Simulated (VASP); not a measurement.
# NbC3 (I4/mmm) in VASP: further runs

Runs on NbC3. Level: PBE. Tasks: single point, relaxation of cell and atoms.

Everything below comes from runs of VASP 6.6.1. Logs are shortened: lines on timing, memory, paths and dates and some standing lists are left out, and cuts for length are marked.

## Step 1: The cell of the first run

It takes space group I4/mmm (No. 139, tetragonal). The conventional cell has a = 3.081 Å, b = 3.081 Å, c = 7.622 Å, α = 90.00°, β = 90.00°, γ = 90.00°. Nb (site symmetry 4/mmm) has 12 C at 2.18 to 2.45 Å within 2.9 Å. C (site symmetry 4/mmm) has 4 Nb at 2.18 Å and 8 C at 2.45 Å within 2.9 Å. C (site symmetry -4m2) has 8 C at 2.18 to 2.45 Å and 4 Nb at 2.45 Å within 2.9 Å.

## Step 2: Single point, PBE

File INCAR:

```
PREC = Accurate
ENCUT = 520
EDIFF = 1E-6
ISMEAR = 0
SIGMA = 0.1
LREAL = False
LASPH = True
NELM = 60
ALGO = Normal
ISIF = 2
LWAVE = False
LCHARG = True
GGA = PE
LELF = True
LVHAR = True
NBANDS = 20
```

File KPOINTS:

```
regular mesh
0
Gamma
  8 8 8
```

File POSCAR:

```
NbC3
1.0
   -1.5403677176      1.5403677176      3.8109176226
    1.5403677176     -1.5403677176      3.8109176226
    1.5403677176      1.5403677176     -3.8109176226
Nb C
1 3
Direct
    0.0000000000      0.0000000000      0.0000000000
    0.5000000000      0.5000000000      0.0000000000
    0.2500000000      0.7500000000      0.5000000000
    0.7500000000      0.2500000000      0.5000000000
```

Potentials or basis: VASP PAW PBE potentials, release 64 (Nb_sv, C).

The run is started by

```bash
> cat potpaw_PBE.64/Nb_sv/POTCAR potpaw_PBE.64/C/POTCAR > POTCAR
> mpirun -np 1 vasp_std > vasp.out
```

OUTCAR:

```text
PREC = Accurate
   ENCUT = 520
   EDIFF = 1E-6
   ISMEAR = 0
   LREAL = False
   LASPH = True
   NELM = 60
   ISIF = 2
   GGA = PE

 ion  position               nearest neighbor table
   1  0.000  0.000  0.000-   2 2.18   2 2.18   2 2.18   2 2.18   4 2.45   3 2.45   4 2.45   3 2.45
                             4 2.45   4 2.45   3 2.45   3 2.45
   2  0.500  0.500  0.000-   1 2.18   1 2.18   1 2.18   1 2.18
   3  0.250  0.750  0.500-   1 2.45   1 2.45   1 2.45   1 2.45
   4  0.750  0.250  0.500-   1 2.45   1 2.45   1 2.45   1 2.45

  LATTYP: Found a body centered tetragonal cell.
 ALAT       =     3.0807354352
 C/A-ratio  =     2.4740310895

  Lattice vectors:

 A1 = (  -1.5403677176,   1.5403677176,   3.8109176226)
 A2 = (   1.5403677176,  -1.5403677176,   3.8109176226)
 A3 = (   1.5403677176,   1.5403677176,  -3.8109176226)

Analysis of symmetry for initial positions (statically):
=====================================================================
 Subroutine PRICEL returns:
 Original cell was already a primitive cell.

 Routine SETGRP: Setting up the symmetry group for a
 body centered tetragonal supercell.

 Subroutine GETGRP returns: Found 16 space group operations
 (whereof 16 operations were pure point group operations)
 out of a pool of 16 trial point group operations.

The static configuration has the point symmetry D_4h.

Analysis of symmetry for dynamics (positions and initial velocities):
=====================================================================
 Subroutine PRICEL returns:
 Original cell was already a primitive cell.

 Routine SETGRP: Setting up the symmetry group for a
 body centered tetragonal supercell.

 Subroutine GETGRP returns: Found 16 space group operations
 (whereof 16 operations were pure point group operations)
 out of a pool of 16 trial point group operations.

The dynamic configuration has the point symmetry D_4h.

 Subroutine INISYM returns: Found 16 space group operations
 (whereof 16 operations are pure point group operations),
 and found     1 'primitive' translations

----------------------------------------------------------------------------------------

                                     Primitive cell

  volume of cell :      36.1692

  direct lattice vectors                    reciprocal lattice vectors
    -1.540367718  1.540367718  3.810917623     0.000000000  0.324597818  0.131201996
     1.540367718 -1.540367718  3.810917623     0.324597818  0.000000000  0.131201996
     1.540367718  1.540367718 -3.810917623     0.324597818  0.324597818  0.000000000

  length of vectors
     4.389596626  4.389596626  4.389596626     0.350110993  0.350110993  0.459050636

  position of ions in fractional coordinates (direct lattice)
     0.000000000  0.000000000  0.000000000
     0.500000000  0.500000000  0.000000000
     0.250000000  0.750000000  0.500000000
     0.750000000  0.250000000  0.500000000

  ion indices of the primitive-cell ions
   primitive index   ion index
                 1           1
                 2           2
                 3           3
                 4           4

----------------------------------------------------------------------------------------

 KPOINTS: regular mesh

Automatic generation of k-mesh.
 Grid dimensions read from file:
 generate k-points for:    8    8    8

 Generating k-lattice:

  Cartesian coordinates                     Fractional coordinates (reciprocal lattice)
     0.000000000  0.040574727  0.016400250     0.125000000 -0.000000000  0.000000000
     0.040574727  0.000000000  0.016400250    -0.000000000  0.125000000  0.000000000
     0.040574727  0.040574727  0.000000000     0.000000000  0.000000000  0.125000000

  Length of vectors
     0.043763874  0.043763874  0.057381330

  Shift w.r.t. Gamma in fractional coordinates (k-lattice)
     0.000000000  0.000000000  0.000000000

 Subroutine IBZKPT returns following result:
 ===========================================

 Found     59 irreducible k-points:

 Following reciprocal coordinates:
            Coordinates               Weight
  0.000000  0.000000  0.000000      1.000000
  0.125000  0.000000  0.000000      8.000000
  0.250000  0.000000  0.000000      8.000000
  0.375000  0.000000  0.000000      8.000000
  0.500000  0.000000  0.000000      4.000000
  0.125000  0.125000  0.000000      8.000000
[... 16 lines left out ...]
  0.250000  0.125000  0.125000     16.000000
  0.375000  0.125000  0.125000      8.000000
 [... further k-points ...]
   k-points           NKPTS =     59   k-points in BZ     NKDIM =     59   number of bands    NBANDS=     20
   number of dos      NEDOS =    301   number of ions     NIONS =      4
   total plane-waves  NPLWV =  46656
   dimension x,y,z NGX =    36 NGY =   36 NGZ =   36
   dimension x,y,z NGXF=    72 NGYF=   72 NGZF=   72
   ions per type =               1   3
   NGX,Y,Z   is equivalent  to a cutoff of  13.63, 13.63, 13.63 a.u.
   NGXF,Y,Z  is equivalent  to a cutoff of  27.27, 27.27, 27.27 a.u.
 SYSTEM =  unknown system
   PREC   = accura    normal or accurate (medium, high low for compatibility)
   ISTART =      0    job   : 0-new  1-cont  2-samecut
   ICHARG =      2    charge: 1-file 2-atom 10-const
   ISPIN  =      1    spin polarized calculation?
   LNONCOLLINEAR =      F non collinear calculations
   LSORBIT =      F    spin-orbit coupling
   LASPH  =      T    aspherical Exc in radial PAW
   ENCUT  =  520.0 eV  38.22 Ry    6.18 a.u.   8.16  8.16  8.16*2*pi/ulx,y,z
   NELM   =     60;   NELMIN=  2; NELMDL= -5     # of ELM steps
   EDIFF  = 0.1E-05   stopping-criterion for ELM
   LREAL  =      F    real-space projection
[... 7 lines left out ...]
   TEBEG  =    0.0;   TEEND  =   0.0 temperature during run
   PSTRESS=    0.0 pullay stress
   NELECT =      25.0000    total number of electrons
   NUPDOWN=      -1.0000    fix difference up-down
   EMIN   =  10.00;   EMAX   =-10.00  energy-range for DOS
   EFERMI =   0.00;   METHOD = LEGACY
   ISMEAR =     0;   SIGMA  =   0.10  broadening in eV -4-tet -1-fermi 0-gaus
   EFERMI_NEDOS =   21; number of points for ismear=-14 and -15
   IALGO  =     38    algorithm
   IMIX   =      4    mixing-type and parameters
     AMIX     =   0.40;   BMIX     =  1.00
     AMIX_MAG =   1.60;   BMIX_MAG =  1.00
  volume/ion in A,a.u.               =       9.04        61.02
  Fermi-wavevector in a.u.,A,eV,Ry     =   1.447467  2.735316 28.506397  2.095161
  Thomas-Fermi vector in A             =   2.565419
   LORBIT       =      0    0 simple, 1 ext, 2 COOP (PROOUT), +10 PAW based schemes
   GGA     = PE    functional components
   LHFCALC =     F    Hartree Fock is set to
   AEXX    =    0.0000 exact exchange contribution
   IVDW    =     0    specifies the selected vdW correction
   LEPSILON=     F    determine dielectric tensor
   LRPA    =     F    only Hartree local field effects (RPA)
 non-spin polarized calculation
 Gauss-broadening in eV      SIGMA  =   0.10
  energy-cutoff  :      520.00
  volume of cell :       36.17
 maximum number of plane-waves:       986
 NGX is ok and might be reduce to    36
   NGX = 17   NGY = 17   NGZ = 17

 number of electron      25.0000000 magnetization

 Free energy of the ion-electron system (eV)
  ---------------------------------------------------
  ext. energy  EPLUGINS =         0.00000000
  ---------------------------------------------------
  free energy    TOTEN  =       -30.44590629 eV

  energy without entropy =      -30.43553083  energy(sigma->0) =      -30.44071856

 E-fermi :  10.4663     XC(G=0): -13.0344

 val. band max:       10.4582131677   @ k =   0.5000   0.5000   0.1250
 cond. band min:      10.4730658070   @ k =  -0.2500   0.1250   0.0000
 fundamental gap:      0.0148526393
 Fermi energy:        10.4662910666

 k-point     1 :       0.0000    0.0000    0.0000
  band No.  band energies     occupation
      1     -44.9813      2.00000
      2     -21.0885      2.00000
      3     -20.8624      2.00000
      4     -20.8624      2.00000
      5      -5.2740      2.00000
      6       0.6346      2.00000
[... 12 lines left out ...]
     19      15.5300      0.00000
     20      15.8841      0.00000

 k-point     2 :       0.1250    0.0000    0.0000
  band No.  band energies     occupation
      1     -44.9738      2.00000
      2     -21.0819      2.00000
      3     -20.9558      2.00000
      4     -20.8511      2.00000
      5      -4.9855      2.00000
      6       0.7286      2.00000
[... 12 lines left out ...]
     19      15.4072      0.00000
     20      15.5094      0.00000

 k-point     3 :       0.2500    0.0000    0.0000
  band No.  band energies     occupation
      1     -44.9556      2.00000
      2     -21.1757      2.00000
      3     -21.0652      2.00000
      4     -20.8234      2.00000
      5      -4.1778      2.00000
      6       0.7962      2.00000
[... 12 lines left out ...]
     19      15.3047      0.00000
     20      16.2359      0.00000

 k-point     4 :       0.3750    0.0000    0.0000
  band No.  band energies     occupation
      1     -44.9374      2.00000
      2     -21.3868      2.00000
      3     -21.0489      2.00000
      4     -20.7956      2.00000
      5      -2.9935      2.00000
      6      -0.1580      2.00000
[... 12 lines left out ...]
     19      15.2944      0.00000
     20      17.0152      0.00000

 k-point     5 :       0.5000    0.0000    0.0000
  band No.  band energies     occupation
      1     -44.9298      2.00000
      2     -21.4721      2.00000
      3     -21.0420      2.00000
      4     -20.7840      2.00000
      5      -1.7330      2.00000
      6      -1.4545      2.00000
[... 12 lines left out ...]
     19      15.3908      0.00000
     20      17.7112      0.00000

 k-point     6 :       0.1250    0.1250    0.0000
  band No.  band energies     occupation
      1     -44.9662      2.00000
      2     -21.0797      2.00000
      3     -20.9504      2.00000
      4     -20.9373      2.00000
      5      -4.6344      2.00000
      6       0.5734      2.00000
[... 12 lines left out ...]
     19      15.3567      0.00000
     20      15.8691      0.00000

 k-point     7 :       0.2500    0.1250    0.0000
  band No.  band energies     occupation
      1     -44.9481      2.00000
      2     -21.1629      2.00000
      3     -21.0628      2.00000
      4     -20.9140      2.00000
      5      -3.8070      2.00000
      6       0.4614      2.00000
[... 12 lines left out ...]
     19      15.5052      0.00000
     20      16.1491      0.00000
[... 277 lines left out ...]
 k-point    20 :      -0.3750    0.3750    0.0000
  band No.  band energies     occupation
      1     -44.8947      2.00000
      2     -21.3045      2.00000
      3     -21.2832      2.00000
      4     -20.9873      2.00000
      5      -1.9541      2.00000
      6       0.6185      2.00000
[... 12 lines left out ...]
     19      16.5939      0.00000
     20      17.2750      0.00000

 k-point    21 :       0.5000    0.5000    0.0000
  band No.  band energies     occupation
      1     -44.8799      2.00000
      2     -21.3651      2.00000
      3     -21.3531      2.00000
      4     -20.9713      2.00000
      5      -1.4718      2.00000
      6       0.2468      2.00000
[... 12 lines left out ...]
     19      17.2608      0.00000
     20      17.2687      0.00000

 k-point    22 :       0.1250    0.1250    0.1250
  band No.  band energies     occupation
      1     -44.9305      2.00000
      2     -21.1410      2.00000
      3     -21.1129      2.00000
      4     -21.0322      2.00000
      5      -3.3664      2.00000
      6       0.9288      2.00000
[... 12 lines left out ...]
     19      15.4720      0.00000
     20      16.6147      0.00000

 k-point    23 :       0.2500    0.1250    0.1250
  band No.  band energies     occupation
      1     -44.9124      2.00000
      2     -21.3332      2.00000
      3     -21.0922      2.00000
      4     -21.0142      2.00000
      5      -2.3573      2.00000
      6       0.0913      2.00000
[... 12 lines left out ...]
     19      16.0686      0.00000
     20      16.5918      0.00000

 k-point    24 :       0.3750    0.1250    0.1250
  band No.  band energies     occupation
      1     -44.9049      2.00000
      2     -21.4161      2.00000
      3     -21.0781      2.00000
      4     -21.0068      2.00000
      5      -1.3710      2.00000
      6      -0.9189      2.00000
[... 12 lines left out ...]
     19      16.2272      0.00000
     20      17.0169      0.00000

 [... further k-points ...]

------------------------ aborting loop because EDIFF is reached ----------------------------------------

  FORCE on cell =-STRESS in cart. coord.  units (eV):
  Direction    XX          YY          ZZ          XY          YZ          ZX
  --------------------------------------------------------------------------------------
  -------------------------------------------------------------------------------------
  Total       -0.0561967     -0.0561967     -0.0138828      0.0000000     -0.0000000      0.0000000
  in kB       -2.4893325     -2.4893325     -0.6149623      0.0000000     -0.0000000      0.0000000
  external PRESSURE =      -1.8645424 kB  Pullay stress =       0.0000000 kB

 VOLUME and BASIS-vectors are now :
 -----------------------------------------------------------------------------
  energy-cutoff  :      520.00
  volume of cell :       36.17
      direct lattice vectors                 reciprocal lattice vectors
    -1.540367718  1.540367718  3.810917623     0.000000000  0.324597818  0.131201996
     1.540367718 -1.540367718  3.810917623     0.324597818  0.000000000  0.131201996
     1.540367718  1.540367718 -3.810917623     0.324597818  0.324597818  0.000000000

 POSITION                                       TOTAL-FORCE (eV/Angst)
 -----------------------------------------------------------------------------------
      0.00000      0.00000      0.00000        -0.000000     -0.000000      0.000000
      0.00000      0.00000      3.81092        -0.000000     -0.000000      0.000000
      1.54037     -0.00000      1.90546         0.000000      0.000000     -0.000000
     -0.00000      1.54037      1.90546        -0.000000      0.000000     -0.000000
 -----------------------------------------------------------------------------------
    total drift:                               -0.000000      0.000000      0.000000

  FREE ENERGIE OF THE ION-ELECTRON SYSTEM (eV)
  ---------------------------------------------------
  free  energy   TOTEN  =       -30.4459062854 eV

  energy  without entropy=      -30.4355308334  energy(sigma->0) =      -30.44071856
```

Wall time 78 s (1 thread of AMD EPYC 7R13 (Zen 3), shared host); peak memory 0.19 GiB.

What came out:

- Free energy: -30.4459 eV
- Pressure: -0.2 GPa
- Band gap on the k mesh: zero (an odd number of electrons rules out a gap without spin polarisation)

Levels at points of the mesh, in eV from the Fermi level:
```csv
k point,band 9,band 10,band 11,band 12,band 13,band 14,band 15,band 16
"(0.00, 0.00, 0.00)",-4.38,-4.34,-4.34,-0.55,-0.55,1.53,3.36,4.10
"(0.50, 0.00, 0.00)",-4.96,-3.69,-1.16,-0.70,-0.02,0.61,1.57,2.63
"(0.50, 0.50, 0.00)",-6.00,-4.55,-4.13,-0.71,0.76,2.87,2.98,3.24
"(0.50, 0.50, 0.50)",-3.60,-3.21,0.18,0.66,0.66,0.71,0.71,0.95
```

Caveat: an odd number of electrons without spin polarisation forces a metal; a magnetic or distorted state may lie lower.

## Step 3: Single point, PBE

This run uses another cell than the first one, of 9.68 Å³/atom.

File INCAR:

```
  ALGO = Normal
  EDIFF = 1E-6
  ENCUT = 520
  GGA = PE
  ISIF = 2
  ISMEAR = 0
  LASPH = True
  LCHARG = False
  LREAL = False
  LWAVE = False
  NBANDS = 20
  NELM = 80
  PREC = Accurate
  SIGMA = 0.1
```

File KPOINTS:

```
k-points
0
Gamma
  8 8 8
```

File POSCAR:

```
NbC3
1.0
   -1.6305566079      1.6305566079      3.6422822931
    1.6305566079     -1.6305566079      3.6422822931
    1.6305566079      1.6305566079     -3.6422822931
Nb C
1 3
Direct
    0.0000000000      0.0000000000      0.0000000000
    0.5000000000      0.5000000000      0.0000000000
    0.2500000000      0.7500000000      0.5000000000
    0.7500000000      0.2500000000      0.5000000000
```

Potentials or basis: VASP PAW PBE potentials, release 64 (Nb_sv, C).

The run is started by

```bash
> cat potpaw_PBE.64/Nb_sv/POTCAR potpaw_PBE.64/C/POTCAR > POTCAR
> mpirun -np 1 vasp_std > vasp.out
```

Run time: 46 s. Hardware: 1 thread of AMD EPYC 7R13 (Zen 3), shared host; peak memory 0.16 GiB.

It converged, with:

```
Free energy            : -30.0416 eV
Pressure               : -16.9 GPa
Band gap on the k mesh : zero (an odd number of electrons rules out a gap without spin polarisation)
```

Stress tensor (GPa, compression positive):
```
-26.57   0.00   0.00
  0.00 -26.57   0.00
  0.00   0.00   2.49
```

Levels at points of the mesh, in eV from the Fermi level:
| k point | band 10 | band 11 | band 12 | band 13 | band 14 | band 15 |
| --- | --- | --- | --- | --- | --- | --- |
| (0.00, 0.00, 0.00) | -4.38 | -4.30 | -0.80 | -0.80 | 1.15 | 3.19 |
| (0.50, 0.00, 0.00) | -2.54 | -1.39 | -0.52 | -0.22 | -0.13 | 1.08 |
| (0.50, 0.50, 0.00) | -4.38 | -4.07 | -0.43 | 1.51 | 2.49 | 3.13 |
| (0.50, 0.50, 0.50) | -2.03 | 0.31 | 0.31 | 0.77 | 0.85 | 1.04 |

Caveat: the stress differs along the axes, from -27 to 2 GPa; an odd number of electrons without spin polarisation forces a metal; a magnetic or distorted state may lie lower.

(Part 1 of 2 ends here.)

The gap in the log of VASP goes by the Fermi energy; the results here count the filled bands.